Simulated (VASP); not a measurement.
Write the native input for VASP 6.6.1 that does the following.

```yaml
Task: single point
Functional: PBEsol
Dispersion: D4
Potentials_or_basis: VASP PAW PBE potentials, release 64 (Ta_sv_GW, N)
Cutoff: 700 eV
k_mesh: 10 × 10 × 10
Occupations: fermi-dirac, width 0.05 eV
Spin: no spin polarisation
Dipole_correction: no
Further_INCAR_settings: ALGO = Normal; EDIFF = 1e-06; NBANDS = 16
```

The structure of TaN lies in POSCAR:

```
TaN
1.0
    0.0000000000      2.1815239982      2.1815239982
    2.1815239982      0.0000000000      2.1815239982
    2.1815239982      2.1815239982      0.0000000000
Ta N
1 1
Direct
    0.5000000000      0.5000000000      0.5000000000
    0.0000000000      0.0000000000      0.0000000000
```

These files were run (other wordings do the same):

INCAR

```
PREC = Accurate
ENCUT = 700
EDIFF = 1E-6
ISMEAR = -1
SIGMA = 0.05
LREAL = False
LASPH = True
NELM = 120
ALGO = Normal
ISIF = 2
LWAVE = False
LCHARG = False
GGA = PS
IVDW = 13
NBANDS = 16
GGA_COMPAT = False
```

KPOINTS

```
Automatic mesh
0
Gamma
  10 10 10
```

Potentials or basis: VASP PAW PBE potentials, release 64 (Ta_sv_GW, N).

Run with:

```console
$ cat potpaw_PBE.64/Ta_sv_GW/POTCAR potpaw_PBE.64/N/POTCAR > POTCAR
$ mpirun -np 1 vasp_std > vasp.out
```

It gave:

The pressure is 0.0 GPa and the band gap on the k mesh is zero (bands 9 and 10 overlap by 4.18 eV). The dispersion energy per atom is -0.188 eV.

Caveat: the PAW data sets were made with another functional, which shifts forces and pressure a little; spin-orbit coupling is left out, which moves the levels of the heavy elements.

It took 17 s on 1 thread of AMD EPYC 9R45 96-Core Processor (Zen 5) (shared host), peak memory 0.15 GiB.
